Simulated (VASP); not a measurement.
A run of VASP 6.6.1 is set up as follows.

File INCAR:

```
SYSTEM = In2O
PREC = Accurate ; ENCUT = 600
EDIFF = 1E-7 ; ISMEAR = -1
SIGMA = 0.03 ; LREAL = .FALSE.
LASPH = .TRUE. ; NELM = 60
ALGO = Normal ; ISIF = 3
LWAVE = .FALSE. ; LCHARG = .FALSE.
GGA = PE ; IBRION = 2
NSW = 100 ; EDIFFG = -0.005
```

The input KPOINTS:

```
Automatic mesh
0
G
  10 10 10
  0 0 0
```

The input POSCAR:

```
In2O
1.0
    0.0000000000      2.9465980037      2.9465980037
    2.9465980037      0.0000000000      2.9465980037
    2.9465980037      2.9465980037      0.0000000000
O In
1 2
Direct
    0.0000000000      0.0000000000      0.0000000000
    0.2500000000      0.2500000000      0.2500000000
    0.7500000000      0.7500000000      0.7500000000
```

Potentials or basis: VASP PAW PBE potentials, release 64 (O, In_d).

The run is started by

```bash
$ cat potpaw_PBE.64/O/POTCAR potpaw_PBE.64/In_d/POTCAR > POTCAR
$ mpirun -np 1 vasp_std > vasp.out
```

(1) Predict the space group after relaxing (to 0.1 Å).

(2) Predict the band gap on the k mesh.

(3) What does it give for the relaxed volume?

(4) Estimate the relaxed cell.

## Answers

(1) Fm-3m (No. 225).

(2) zero (bands 16 and 17 overlap by 1.79 eV).

(3) 21.96 Å³/atom.

(4) a = 4.534 Å, b = 4.534 Å, c = 4.534 Å, α = 60.00°, β = 60.00°, γ = 60.00°.

Caveat: the volume moved by over 15 % at a fixed basis, so the end points are rough; spin-orbit coupling is left out, which moves the levels of the heavy elements.
